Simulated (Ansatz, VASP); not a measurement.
One calculation of CdS, two programs

```xyz
4
Lattice="4.2467 0.0000 0.0000 -2.1233 3.6777 0.0000 0.0000 0.0000 6.8998" Properties=species:S:1:pos:R:3 pbc="T T T"
Cd    0.0000    2.4518   -0.0067
Cd    2.1233    1.2259    3.4432
S     0.0000    2.4518    2.5941
S     2.1233    1.2259    6.0440
```

Alike in both runs: functional r2SCAN; k mesh 12 × 12 × 4; occupations fermi-dirac, width 0.02 eV; no spin polarisation.

Ansatz relaxed the structure, and its values are those at the end. VASP's run is a single point on that final structure, the one shown.

|  | VASP | Ansatz |
| --- | --- | --- |
| version | VASP 6.6.1 | Ansatz 0.2.0 |
| potentials or method | VASP PAW PBE potentials, release 64 (Cd, S), cutoff 520 eV | PAW plane waves |
| valence electrons in the cell | 36 | 52 |

VASP gave:

| Property | Result |
| --- | --- |
| gap on the k mesh at the Fermi level (eV) | 1.48 |
| pressure (GPa) | -2.9 |

Q: Which values does Ansatz return?

A: gap on the k mesh at the Fermi level (eV): 1.48; pressure (GPa): -3.1.

VASP's potentials were made for PBE, not for r2SCAN. The functional is the same, so the differences come from potentials, cutoffs and numerics. VASP's potentials hold 36 valence electrons a cell and Ansatz's 52, so a difference there can come from the potentials and not from the codes. Ansatz's warnings: stress scf threshold loose.
